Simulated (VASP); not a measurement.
# Ga2O3 (C2/c) in VASP: notebook

Ga2O3 is run at these levels: r2SCAN; tasks: single point.

Everything below comes from runs of VASP 6.6.1. Logs are shortened: lines on timing, memory, paths and dates and some standing lists are left out, and cuts for length are marked.

## (1) The cell of the first run

It takes space group C2/c (No. 15, monoclinic). Conventional cell: a = 8.634 Å, b = 4.985 Å, c = 5.289 Å, α = 90.00°, β = 122.10°, γ = 90.00°. Within 2.5 Å of Ga (site symmetry 1) lie 6 O at 1.92 to 2.09 Å. O (site symmetry 2) has 4 Ga at 1.92 to 2.07 Å within 2.5 Å. Within 3.1 Å of O (site symmetry 1) lie 4 Ga at 1.92 to 2.09 Å and 12 O at 2.62 to 3.01 Å.

## (2) Single point, r2SCAN (strain +0.0150 x Voigt [0, 0, 0, 1, 0, 0])

The input, POSCAR:

```
Ga2O3
1.0
    2.4923023535      1.4725364343      4.4914586016
   -2.4923023535      1.4725364343      4.4914586016
    0.0000000000     -2.8442578697      4.4590826443
Ga O
4 6
Direct
    0.3554023483      0.3554023483      0.3554023483
    0.1445976517      0.1445976517      0.1445976517
    0.6445976517      0.6445976517      0.6445976517
    0.8554023483      0.8554023483      0.8554023483
    0.5536262452      0.9463737548      0.2500000000
    0.2500000000      0.5536262452      0.9463737548
    0.9463737548      0.2500000000      0.5536262452
    0.4463737548      0.0536262452      0.7500000000
    0.7500000000      0.4463737548      0.0536262452
    0.0536262452      0.7500000000      0.4463737548
```

The input, INCAR.step1:

```
  ALGO = Normal
  EDIFF = 1E-4
  ENCUT = 520
  GGA = PE
  ISMEAR = 0
  LASPH = T
  LCHARG = F
  LREAL = F
  LWAVE = T
  NBANDS = 55
  NELM = 80
  PREC = Accurate
  SIGMA = 0.05
```

The input, INCAR.step2:

```
  ALGO = Normal
  EDIFF = 1E-7
  ENCUT = 520
  ISIF = 2
  ISMEAR = 0
  ISTART = 1
  LASPH = T
  LCHARG = T
  LELF = T
  LMIXTAU = T
  LREAL = F
  LVHAR = T
  LWAVE = F
  METAGGA = R2SCAN
  NBANDS = 55
  NELM = 80
  PREC = Accurate
  SIGMA = 0.05
```

The input, KPOINTS:

```
k-points
0
Gamma
  6 6 6
```

Potentials or basis: VASP PAW PBE potentials, release 64 (Ga_d, O).

On the command line:

```sh
$ cat potpaw_PBE.64/Ga_d/POTCAR potpaw_PBE.64/O/POTCAR > POTCAR
$ cp INCAR.step1 INCAR
$ mpirun -np 1 vasp_std > vasp.out
$ cp INCAR.step2 INCAR
$ mpirun -np 1 vasp_std > vasp.out
```

OUTCAR:

```text
EDIFF = 1E-7
   ENCUT = 520
   ISIF = 2
   ISMEAR = 0
   ISTART = 1
   LASPH = T
   LREAL = F
   METAGGA = R2SCAN
   NELM = 80
   PREC = Accurate

 ion  position               nearest neighbor table
   1  0.355  0.355  0.355-   8 1.92  10 1.92   9 1.94   6 2.06   5 2.07   7 2.09   2 2.83
   2  0.145  0.145  0.145-   8 1.92   9 1.92  10 1.94   7 2.06   5 2.07   6 2.09   1 2.83
   3  0.645  0.645  0.645-   5 1.92   7 1.92   6 1.94   9 2.06   8 2.07  10 2.09   4 2.83
   4  0.855  0.855  0.855-   5 1.92   6 1.92   7 1.94  10 2.06   8 2.07   9 2.09   3 2.83
   5  0.554  0.946  0.250-   3 1.92   4 1.92   1 2.07   2 2.07
   6  0.250  0.554  0.946-   4 1.92   3 1.94   1 2.06   2 2.09
   7  0.946  0.250  0.554-   3 1.92   4 1.94   2 2.06   1 2.09
   8  0.446  0.054  0.750-   1 1.92   2 1.92   3 2.07   4 2.07
   9  0.750  0.446  0.054-   2 1.92   1 1.94   3 2.06   4 2.09
  10  0.054  0.750  0.446-   1 1.92   2 1.94   4 2.06   3 2.09

  LATTYP: Found a base centered monoclinic cell.
 ALAT       =     8.6338314243
 B/A-ratio  =     0.5773340319
 C/A-ratio  =     0.6125868535
 COS(beta)  =    -0.5314333103

  Lattice vectors:

 A1 = (   2.4923023535,   4.3167943040,   0.0323759573)
 A2 = (  -2.4923023535,   4.3167943040,   0.0323759573)
 A3 = (   0.0000000000,  -2.8442578697,   4.4590826443)

Analysis of symmetry for initial positions (statically):
=====================================================================
 Subroutine PRICEL returns:
 Original cell was already a primitive cell.

 Routine SETGRP: Setting up the symmetry group for a
 base centered monoclinic supercell.

 Subroutine GETGRP returns: Found  4 space group operations
 (whereof  2 operations were pure point group operations)
 out of a pool of  4 trial point group operations.

The static configuration has the point symmetry S_2 .
 The point group associated with its full space group is C_2h.

Analysis of symmetry for dynamics (positions and initial velocities):
=====================================================================
 Subroutine PRICEL returns:
 Original cell was already a primitive cell.

 Routine SETGRP: Setting up the symmetry group for a
 base centered monoclinic supercell.

 Subroutine GETGRP returns: Found  4 space group operations
 (whereof  2 operations were pure point group operations)
 out of a pool of  4 trial point group operations.

The dynamic configuration has the point symmetry S_2 .
 The point group associated with its full space group is C_2h.

 Subroutine INISYM returns: Found  4 space group operations
 (whereof  2 operations are pure point group operations),
 and found     1 'primitive' translations

----------------------------------------------------------------------------------------

                                     Primitive cell

  volume of cell :      96.4074

  direct lattice vectors                    reciprocal lattice vectors
     2.492302353  1.472536434  4.491458602     0.200617714  0.115275223  0.073529128
    -2.492302353  1.472536434  4.491458602    -0.200617714  0.115275223  0.073529128
     0.000000000 -2.844257870  4.459082644     0.000000000 -0.232224397  0.076135375

  length of vectors
     5.343513352  5.343513352  5.288971626     0.242780511  0.242780511  0.244386510

  position of ions in fractional coordinates (direct lattice)
     0.355402348  0.355402348  0.355402348
     0.144597652  0.144597652  0.144597652
     0.644597652  0.644597652  0.644597652
     0.855402348  0.855402348  0.855402348
     0.553626245  0.946373755  0.250000000
     0.250000000  0.553626245  0.946373755
     0.946373755  0.250000000  0.553626245
     0.446373755  0.053626245  0.750000000
     0.750000000  0.446373755  0.053626245
     0.053626245  0.750000000  0.446373755

  ion indices of the primitive-cell ions
   primitive index   ion index
                 1           1
                 2           2
                 3           3
                 4           4
                 5           5
                 6           6
                 7           7
                 8           8
                 9           9
                10          10

----------------------------------------------------------------------------------------

 KPOINTS: k-points

Automatic generation of k-mesh.
 Grid dimensions read from file:
 generate k-points for:    6    6    6

 Generating k-lattice:

  Cartesian coordinates                     Fractional coordinates (reciprocal lattice)
     0.033436286  0.019212537  0.012254855     0.166666667  0.000000000 -0.000000000
    -0.033436286  0.019212537  0.012254855     0.000000000  0.166666667 -0.000000000
     0.000000000 -0.038704066  0.012689229     0.000000000  0.000000000  0.166666667

  Length of vectors
     0.040463419  0.040463419  0.040731085

  Shift w.r.t. Gamma in fractional coordinates (k-lattice)
     0.000000000  0.000000000  0.000000000

 Subroutine IBZKPT returns following result:
 ===========================================

 Found     68 irreducible k-points:

 Following reciprocal coordinates:
            Coordinates               Weight
  0.000000  0.000000  0.000000      1.000000
  0.166667  0.000000  0.000000      4.000000
  0.333333  0.000000  0.000000      4.000000
  0.500000  0.000000  0.000000      2.000000
  0.166667  0.166667  0.000000      2.000000
  0.333333  0.166667  0.000000      4.000000
[... 16 lines left out ...]
 -0.333333  0.166667  0.166667      4.000000
 -0.166667  0.166667  0.166667      4.000000
 [... further k-points ...]
   k-points           NKPTS =     68   k-points in BZ     NKDIM =     68   number of bands    NBANDS=     55
   number of dos      NEDOS =    301   number of ions     NIONS =     10
   total plane-waves  NPLWV =  64000
   dimension x,y,z NGX =    40 NGY =   40 NGZ =   40
   dimension x,y,z NGXF=    80 NGYF=   80 NGZF=   80
   ions per type =               4   6
   NGX,Y,Z   is equivalent  to a cutoff of  12.44, 12.44, 12.57 a.u.
   NGXF,Y,Z  is equivalent  to a cutoff of  24.89, 24.89, 25.15 a.u.
 SYSTEM =  unknown system
   PREC   = accura    normal or accurate (medium, high low for compatibility)
   ISTART =      1    job   : 0-new  1-cont  2-samecut
   ICHARG =      0    charge: 1-file 2-atom 10-const
   ISPIN  =      1    spin polarized calculation?
   LNONCOLLINEAR =      F non collinear calculations
   LSORBIT =      F    spin-orbit coupling
   LASPH  =      T    aspherical Exc in radial PAW
   ENCUT  =  520.0 eV  38.22 Ry    6.18 a.u.   9.94  9.94  9.83*2*pi/ulx,y,z
   NELM   =     80;   NELMIN=  2; NELMDL=  0     # of ELM steps
   EDIFF  = 0.1E-06   stopping-criterion for ELM
   LREAL  =      F    real-space projection
   EDIFFG = 0.1E-05   stopping-criterion for IOM
   NSW    =      0    number of steps for IOM
   IBRION =     -1    ionic relax: 0-MD 1-quasi-New 2-CG
   NFREE  =      0    steps in history (QN), initial steepest desc. (CG)
   ISIF   =      2    stress and relaxation
   ISYM   =      2    0-nonsym 1-usesym 2-fastsym
   POTIM  = 0.5000    time-step for ionic-motion
   TEBEG  =    0.0;   TEEND  =   0.0 temperature during run
   PSTRESS=    0.0 pullay stress
   NELECT =      88.0000    total number of electrons
   NUPDOWN=      -1.0000    fix difference up-down
   EMIN   =  10.00;   EMAX   =-10.00  energy-range for DOS
   EFERMI =   0.00;   METHOD = LEGACY
   ISMEAR =     0;   SIGMA  =   0.05  broadening in eV -4-tet -1-fermi 0-gaus
   EFERMI_NEDOS =   21; number of points for ismear=-14 and -15
   IALGO  =     38    algorithm
   IMIX   =      4    mixing-type and parameters
     AMIX     =   0.40;   BMIX     =  1.00
     AMIX_MAG =   1.60;   BMIX_MAG =  1.00
  volume/ion in A,a.u.               =       9.64        65.06
  Fermi-wavevector in a.u.,A,eV,Ry     =   1.588055  3.000989 34.312801  2.521920
  Thomas-Fermi vector in A             =   2.687118
   LORBIT       =      0    0 simple, 1 ext, 2 COOP (PROOUT), +10 PAW based schemes
   METAGGA = R2SCAN    functional components
   LHFCALC =     F    Hartree Fock is set to
   AEXX    =    0.0000 exact exchange contribution
   IVDW    =     0    specifies the selected vdW correction
   LEPSILON=     F    determine dielectric tensor
   LRPA    =     F    only Hartree local field effects (RPA)
 non-spin polarized calculation
 Gauss-broadening in eV      SIGMA  =   0.05
  energy-cutoff  :      520.00
  volume of cell :       96.41
 maximum number of plane-waves:      2611
   NGX = 19   NGY = 19   NGZ = 19

 number of electron      87.9999980 magnetization

 Free energy of the ion-electron system (eV)
  ---------------------------------------------------
  ext. energy  EPLUGINS =         0.00000000
  ---------------------------------------------------
  free energy    TOTEN  =      -102.32105285 eV

  energy without entropy =     -102.32105285  energy(sigma->0) =     -102.32105285

 E-fermi :   4.4196     XC(G=0): -13.1603

 val. band max:        4.1423624729   @ k =  -0.1667   0.1667   0.0000
 cond. band min:       7.6717942910   @ k =   0.0000   0.0000   0.0000
 fundamental gap:      3.5294318181
 Fermi energy:         4.4196191980

 k-point     1 :       0.0000    0.0000    0.0000
  band No.  band energies     occupation
      1     -15.7996      2.00000
      2     -13.8622      2.00000
      3     -13.8214      2.00000
      4     -13.7865      2.00000
      5     -13.7834      2.00000
      6     -13.7389      2.00000
[... 47 lines left out ...]
     54      16.3340      0.00000
     55      17.5013      0.00000

 k-point     2 :       0.1667    0.0000    0.0000
  band No.  band energies     occupation
      1     -15.6763      2.00000
      2     -13.9736      2.00000
      3     -13.8619      2.00000
      4     -13.8147      2.00000
      5     -13.7655      2.00000
      6     -13.7494      2.00000
[... 47 lines left out ...]
     54      16.8680      0.00000
     55      17.3031      0.00000

 k-point     3 :       0.3333    0.0000    0.0000
  band No.  band energies     occupation
      1     -15.3321      2.00000
      2     -14.3411      2.00000
      3     -13.8735      2.00000
      4     -13.8630      2.00000
      5     -13.7755      2.00000
      6     -13.7591      2.00000
[... 1152 lines left out ...]
 k-point    23 :      -0.3333    0.1667    0.1667
  band No.  band energies     occupation
      1     -14.9306      2.00000
      2     -14.6517      2.00000
      3     -13.9630      2.00000
      4     -13.8833      2.00000
      5     -13.8638      2.00000
      6     -13.7151      2.00000
[... 47 lines left out ...]
     54      16.6645      0.00000
     55      17.5081      0.00000

 k-point    24 :      -0.1667    0.1667    0.1667
  band No.  band energies     occupation
      1     -15.3626      2.00000
      2     -14.2158      2.00000
      3     -13.9212      2.00000
      4     -13.8627      2.00000
      5     -13.8448      2.00000
      6     -13.7286      2.00000
[... 47 lines left out ...]
     54      16.6235      0.00000
     55      17.5188      0.00000

 [... further k-points ...]

------------------------ aborting loop because EDIFF is reached ----------------------------------------

  FORCE on cell =-STRESS in cart. coord.  units (eV):
  Direction    XX          YY          ZZ          XY          YZ          ZX
  --------------------------------------------------------------------------------------
  -------------------------------------------------------------------------------------
  Total        1.2559099      1.3537582      0.9305072      0.0000000     -1.0021511      0.0000000
  in kB       20.8717464     22.4978697     15.4639354      0.0000000    -16.6545726      0.0000000
  external PRESSURE =      19.6111839 kB  Pullay stress =       0.0000000 kB

 VOLUME and BASIS-vectors are now :
 -----------------------------------------------------------------------------
  energy-cutoff  :      520.00
  volume of cell :       96.41
      direct lattice vectors                 reciprocal lattice vectors
     2.492302353  1.472536434  4.491458602     0.200617714  0.115275223  0.073529128
    -2.492302353  1.472536434  4.491458602    -0.200617714  0.115275223  0.073529128
     0.000000000 -2.844257870  4.459082644     0.000000000 -0.232224397  0.076135375

 POSITION                                       TOTAL-FORCE (eV/Angst)
 -----------------------------------------------------------------------------------
      0.00000      0.03583      4.77732        -0.030039      0.107785     -0.030712
      0.00000      0.01458      1.94368        -0.030039     -0.107785      0.030712
      0.00000      0.06499      8.66468         0.030039     -0.107785      0.030712
      0.00000      0.08624     11.49832         0.030039      0.107785     -0.030712
     -0.97885      1.49774      7.85196        -0.082439     -0.000000     -0.000000
     -0.75673     -1.50836      7.82941         0.059980      0.014649      0.036506
      1.73557      0.18705      7.84213         0.059980     -0.014649     -0.036506
      0.97885     -1.39693      5.59004         0.082439     -0.000000     -0.000000
      0.75673      1.60918      5.61259        -0.059980     -0.014649     -0.036506
     -1.73557     -0.08623      5.59987        -0.059980      0.014649      0.036506
 -----------------------------------------------------------------------------------
    total drift:                               -0.000000      0.000000      0.000000

  FREE ENERGIE OF THE ION-ELECTRON SYSTEM (eV)
  ---------------------------------------------------
  free  energy   TOTEN  =      -102.3210528486 eV

  energy  without entropy=     -102.3210528486  energy(sigma->0) =     -102.32105285
```

Wall time 22 min (1 thread of AMD EPYC 9R45 (Zen 5), shared host); peak memory 0.39 GiB.

Results:

```yaml
Free_energy: -102.3211 eV
Pressure: 2.0 GPa
Largest_force: 0.116 eV/Å
Band_gap_on_the_k_mesh: 3.53 eV (least direct gap 3.80 eV)
```

Forces in eV/Å, atoms in the order of the input:
```
Ga  -0.030  0.108 -0.031
Ga  -0.030 -0.108  0.031
Ga   0.030 -0.108  0.031
Ga   0.030  0.108 -0.031
O   -0.082  0.000  0.000
O    0.060  0.015  0.037
O    0.060 -0.015 -0.037
O    0.082  0.000  0.000
O   -0.060 -0.015 -0.037
O   -0.060  0.015  0.037
```

Caveat: the cell differs from its parent crystal (strain +0.0150 x Voigt [0, 0, 0, 1, 0, 0]); the PAW data sets were made with another functional, which shifts forces and pressure a little.

## (3) Single point, r2SCAN (strain +0.0300 x Voigt [0, 0, 0, 1, 0, 0])

POSCAR: that of step 2 with these lines changed.

```diff
@@ -2,5 +2,5 @@
 1.0
-    2.4923023535      1.4725364343      4.4914586016
-   -2.4923023535      1.4725364343      4.4914586016
-    0.0000000000     -2.8442578697      4.4590826443
+    2.4923023535      1.5061414339      4.5022505873
+   -2.4923023535      1.5061414339      4.5022505873
+    0.0000000000     -2.8106528701      4.4374986728
 Ga O
```

The input, INCAR.step1:

```
SYSTEM = Ga2O3
ALGO = Normal ; EDIFF = 1E-4
ENCUT = 520 ; GGA = PE
ISMEAR = 0 ; LASPH = .True.
LCHARG = .False. ; LREAL = .False.
LWAVE = .True. ; NBANDS = 55
NELM = 80 ; PREC = Accurate
SIGMA = 0.05
```

The input, INCAR.step2:

```
SYSTEM = Ga2O3
ALGO = Normal ; EDIFF = 1E-6
ENCUT = 520 ; ISIF = 2
ISMEAR = 0 ; ISTART = 1
LASPH = .True. ; LCHARG = .False.
LMIXTAU = .True. ; LREAL = .False.
LWAVE = .False. ; METAGGA = R2SCAN
NBANDS = 55 ; NELM = 80
PREC = Accurate ; SIGMA = 0.05
```

The input, KPOINTS:

```
k-points
0
Gamma
  6 6 6
  0 0 0
```

Potentials or basis: VASP PAW PBE potentials, release 64 (Ga_d, O).

On the command line:

```sh
$ cat potpaw_PBE.64/Ga_d/POTCAR potpaw_PBE.64/O/POTCAR > POTCAR
$ cp INCAR.step1 INCAR
$ mpirun -np 1 vasp_std > vasp.out
$ cp INCAR.step2 INCAR
$ mpirun -np 1 vasp_std > vasp.out
```

Run time: 18 min. Hardware: 1 thread of AMD EPYC 9R45 (Zen 5), shared host; peak memory 0.39 GiB.

The run converged. Its results:

```
Free energy            : -102.2983 eV
Pressure               : 2.1 GPa
Largest force          : 0.227 eV/Å
Band gap on the k mesh : 3.52 eV (least direct gap 3.79 eV)
```

Forces on the atoms (eV/Å):
```
Ga  -0.061  0.216 -0.032
Ga  -0.061 -0.216  0.032
Ga   0.061 -0.216  0.032
Ga   0.061  0.216 -0.032
O   -0.126  0.000  0.000
O    0.098  0.064  0.071
O    0.098 -0.064 -0.071
O    0.126  0.000  0.000
O   -0.098 -0.064 -0.071
O   -0.098  0.064  0.071
```

Stress tensor (GPa, compression positive):
```
 2.12  0.00  0.00
 0.00  2.49 -3.32
 0.00 -3.32  1.76
```

Levels at points of the mesh, in eV from the valence-band top:
| k point | band 40 | band 41 | band 42 | band 43 | band 44 | band 45 | band 46 | band 47 | band 48 | band 49 |
| --- | --- | --- | --- | --- | --- | --- | --- | --- | --- | --- |
| (0.00, 0.00, 0.00) | -0.35 | -0.34 | -0.33 | -0.31 | -0.27 | 3.52 | 7.48 | 7.63 | 9.75 | 10.85 |
| (0.50, 0.00, 0.00) | -1.19 | -1.09 | -1.00 | -0.16 | -0.15 | 7.15 | 7.24 | 7.49 | 7.53 | 10.69 |
| (0.50, 0.50, 0.00) | -1.08 | -0.90 | -0.69 | -0.21 | -0.18 | 7.35 | 7.50 | 8.40 | 8.58 | 9.59 |
| (0.00, 0.00, 0.50) | -1.20 | -0.99 | -0.99 | -0.24 | -0.24 | 7.17 | 7.17 | 7.52 | 7.52 | 10.77 |
| (0.50, 0.00, 0.50) | -1.04 | -0.89 | -0.74 | -0.31 | -0.17 | 7.34 | 7.54 | 8.41 | 8.54 | 9.59 |
| (0.50, 0.50, 0.50) | -1.49 | -0.37 | -0.37 | -0.28 | -0.28 | 6.61 | 6.61 | 8.70 | 8.70 | 10.30 |

Caveat: the cell differs from its parent crystal (strain +0.0300 x Voigt [0, 0, 0, 1, 0, 0]); the PAW data sets were made with another functional, which shifts forces and pressure a little. A k mesh can miss the band edges.
